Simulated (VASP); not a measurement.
Write the native input for VASP 6.6.1 that does the following.

| Quantity | Value |
| --- | --- |
| Task | single point |
| Functional | r2SCAN |
| Potentials or basis | VASP PAW PBE potentials, release 64 (Li_sv, S) |
| Cutoff | 830 eV |
| k mesh | 8 × 8 × 8 |
| Occupations | gaussian, width 0.02 eV |
| Spin | no spin polarisation |
| Dipole correction | no |
| Further INCAR settings | ALGO = Normal; EDIFF = 1e-06; NBANDS = 13 |

The system is Li2S.

```
CELL_PARAMETERS angstrom
0.00000 2.84450 2.84450
2.84450 0.00000 2.84450
2.84450 2.84450 0.00000
ATOMIC_POSITIONS crystal
Li 0.25000 0.25000 0.25000
Li 0.75000 0.75000 0.75000
S 0.00000 0.00000 0.00000
```

The input as run:

POSCAR

```
Li2S
1.0
    0.0000000000      2.8445000000      2.8445000000
    2.8445000000      0.0000000000      2.8445000000
    2.8445000000      2.8445000000      0.0000000000
Li S
2 1
Direct
    0.2500000000      0.2500000000      0.2500000000
    0.7500000000      0.7500000000      0.7500000000
    0.0000000000      0.0000000000      0.0000000000
```

INCAR.step1

```
SYSTEM = Li2S
ALGO = Normal
EDIFF = 1E-5
ENCUT = 830
GGA = PE
GGA_COMPAT = .FALSE.
ISMEAR = 0
LASPH = .TRUE.
LCHARG = .FALSE.
LREAL = .FALSE.
LWAVE = .TRUE.
NBANDS = 13
NELM = 120
PREC = Accurate
SIGMA = 0.02
```

INCAR.step2

```
SYSTEM = Li2S
ALGO = Normal
EDIFF = 1E-6
ENCUT = 830
GGA_COMPAT = .FALSE.
ISIF = 2
ISMEAR = 0
ISTART = 1
LASPH = .TRUE.
LCHARG = .FALSE.
LMIXTAU = .TRUE.
LREAL = .FALSE.
LWAVE = .FALSE.
METAGGA = R2SCAN
NBANDS = 13
NELM = 120
PREC = Accurate
SIGMA = 0.02
```

KPOINTS

```
k-points
0
G
  8 8 8
  0 0 0
```

Potentials or basis: VASP PAW PBE potentials, release 64 (Li_sv, S).

Run with:

```bash
$ cat potpaw_PBE.64/Li_sv/POTCAR potpaw_PBE.64/S/POTCAR > POTCAR
$ cp INCAR.step1 INCAR
$ mpirun -np 1 vasp_std > vasp.out
$ cp INCAR.step2 INCAR
$ mpirun -np 1 vasp_std > vasp.out
```

Results of the run:

- Pressure: -0.2 GPa
- Band gap on the k mesh: 3.86 eV, indirect (least direct gap 5.06 eV)

Caveat: the PAW data sets were made with another functional, which shifts forces and pressure a little.

Run time: 92 s on 1 thread of Intel(R) Xeon(R) 6975P-C (Granite Rapids), with other jobs on the host, peak memory 0.26 GiB.
